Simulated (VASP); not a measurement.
## WS2: single point with PBE

WS2:

```
CELL_PARAMETERS angstrom
1.59387 0.92022 7.47445
-1.59387 0.92022 7.47445
0.00000 -1.84045 7.47445
ATOMIC_POSITIONS crystal
W 0.00068 0.00068 0.00068
S 0.40407 0.40407 0.40407
S 0.26395 0.26395 0.26395
```

```yaml
Program: VASP 6.6.1
Task: single point
Functional: PBE
Potentials_or_basis: VASP PAW PBE potentials, release 64 (W_sv, S)
Cutoff: 520 eV
k_mesh: 12 × 12 × 12
Occupations: gaussian, width 0.01 eV
Spin: no spin polarisation
```

| Item | Value |
| --- | --- |
| Pressure | 0.0 GPa |
| Largest force | 0.004 eV/Å |
| Band gap on the k mesh | 1.65 eV, indirect (least direct gap 1.81 eV) |

Forces in eV/Å, atoms in the order of the input:
```
W    0.000  0.000  0.000
S    0.000  0.000  0.004
S    0.000  0.000 -0.004
```

Levels at points of the mesh, in eV from the valence-band top:
```csv
k point,band 9,band 10,band 11,band 12,band 13,band 14,band 15,band 16,band 17,band 18
"(0.00, 0.00, 0.00)",-3.00,-2.00,-1.78,-1.78,-0.40,2.70,2.70,2.86,2.86,4.86
"(0.50, 0.00, 0.00)",-4.59,-3.56,-2.26,-1.44,-1.11,2.67,3.10,3.94,4.51,4.84
"(0.50, 0.50, 0.00)",-4.55,-3.55,-2.35,-1.45,-1.07,2.67,3.13,3.80,4.55,5.06
"(0.50, 0.50, 0.50)",-3.00,-2.53,-1.78,-1.78,0.00,2.71,2.71,2.85,2.85,5.22
```

It took 16 min on 1 thread of Intel(R) Xeon(R) Platinum 8259CL CPU @ 2.50GHz (Skylake/Cascade Lake), with other jobs on the host, peak memory 0.63 GiB.

Caveat: spin-orbit coupling is left out, which moves the levels of the heavy elements. A k mesh can miss the band edges.
